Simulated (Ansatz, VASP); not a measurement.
Te in VASP and in Ansatz

```
CELL_PARAMETERS angstrom
-1.71833 1.71833 1.71833
1.71833 -1.71833 1.71833
1.71833 1.71833 -1.71833
ATOMIC_POSITIONS crystal
Te 0.00000 0.00000 0.00000
```

Change from the starting cell: volume scaled by 0.75, LAPW.

Alike in both runs: task single point; functional PBEsol; k mesh 15 × 15 × 15; occupations fermi-dirac, width 0.05 eV; no spin polarisation.

```csv
,VASP,Ansatz
version,VASP 6.6.1,Ansatz 0.2.0
potentials or method,"VASP PAW PBE potentials, release 64 (Te), cutoff 520 eV","all-electron LAPW, scalar-relativistic"
```

|  | VASP | Ansatz | Ansatz less VASP |
| --- | --- | --- | --- |
| pressure (GPa) | 36.4 | 36.1 | -0.29 |

VASP's potentials were made for PBE, not for PBEsol. Both programs put the cell under a high pressure, so it lies far from rest at this level. Ansatz ran all-electron here, and VASP with PAW potentials.

Spin-orbit coupling is off throughout.
